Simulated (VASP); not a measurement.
Write the native input for VASP 6.6.1 that does the following.

- Task: single point
- Functional: PBE
- Potentials or basis: VASP PAW PBE potentials, release 64 (Pt, Se)
- Cutoff: 520 eV
- k mesh: 12 × 12 × 10
- Occupations: gaussian, width 0.15 eV
- Spin: no spin polarisation
- Dipole correction: no
- Further INCAR settings: ALGO = Normal; EDIFF = 1e-06; NBANDS = 18

The structure of PtSe2 lies in POSCAR:

```
PtSe2
1.0
    3.7798606137      0.0000000000      0.0000000000
   -1.8899303068      3.2734553142      0.0000000000
    0.0000000000      0.0000000000      4.9860700000
Pt Se
1 2
Direct
    0.0000000000      0.0000000000      0.0000000000
    0.3333333333      0.6666666667      0.2500000000
    0.6666666667      0.3333333333      0.7500000000
```

This cell differs from its parent crystal: strain +0.015 along x and y, -0.015 along z.

These files were run (other wordings do the same):

INCAR

```
  ALGO = Normal
  EDIFF = 1E-6
  ENCUT = 520
  GGA = PE
  ISIF = 2
  ISMEAR = 0
  LASPH = True
  LCHARG = False
  LREAL = False
  LWAVE = False
  NBANDS = 18
  NELM = 60
  PREC = Accurate
  SIGMA = 0.15
```

KPOINTS

```
k-points
0
Gamma
  12 12 10
```

Potentials or basis: VASP PAW PBE potentials, release 64 (Pt, Se).

Run with:

```console
$ cat potpaw_PBE.64/Pt/POTCAR potpaw_PBE.64/Se/POTCAR > POTCAR
$ mpirun -np 1 vasp_std > vasp.out
```

Results of the run:

```json
{"Pressure": "4.3 GPa", "Largest force": "0.437 eV/Å", "Band gap on the k mesh": "zero (band 11 reaches 6.80 eV, above the bottom of band 12 at 6.30 eV)"}
```

Caveat: the cell differs from its parent crystal (strain +0.015 along x and y, -0.015 along z); spin-orbit coupling is left out, which moves the levels of the heavy elements.

Wall time 51 s on 1 thread of Intel(R) Xeon(R) 6975P-C (Granite Rapids), on a shared host, peak memory 0.31 GiB.
